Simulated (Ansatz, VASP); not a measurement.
## Two plane-wave programs on KTaO3

```xyz
5
Lattice="3.9901 0.0000 0.0000 0.0000 3.9901 0.0000 0.0000 0.0000 4.1497" Properties=species:S:1:pos:R:3 pbc="T T T"
K     0.0000    0.0000    0.0000
Ta    1.9951    1.9951    2.0749
O     1.9951    1.9951    0.0000
O     1.9951    0.0000    2.0749
O     0.0000    1.9951    2.0749
```

Change from the starting cell: uniaxial_z strain +4.0%.

Alike in both runs: task single point; functional r2SCAN; k mesh 6 × 6 × 6; no spin polarisation.

```csv
,VASP,Ansatz
version,VASP 6.6.1,Ansatz 0.2.0
potentials or method,"VASP PAW PBE potentials, release 64 (K_sv, Ta_pv, O)","plane waves, PAW"
plane-wave cutoff (eV),520,500
occupations,"gaussian, width 0.01 eV",fixed
valence electrons in the cell,38,40
```

|  | VASP | Ansatz | Ansatz less VASP |
| --- | --- | --- | --- |
| gap on the k mesh at the Fermi level (eV) | 2.44 | 2.47 | +0.027 |
| pressure (GPa) | -6.2 | -7.0 | -0.77 |
| traceless stress, the component that is largest in VASP (GPa) | -8.11 | -7.99 | +0.117 |

VASP's potentials were made for PBE, not for r2SCAN. VASP's potentials hold 38 valence electrons a cell and Ansatz's 40, so a difference there can come from the potentials and not from the codes.

Spin-orbit coupling is off throughout.
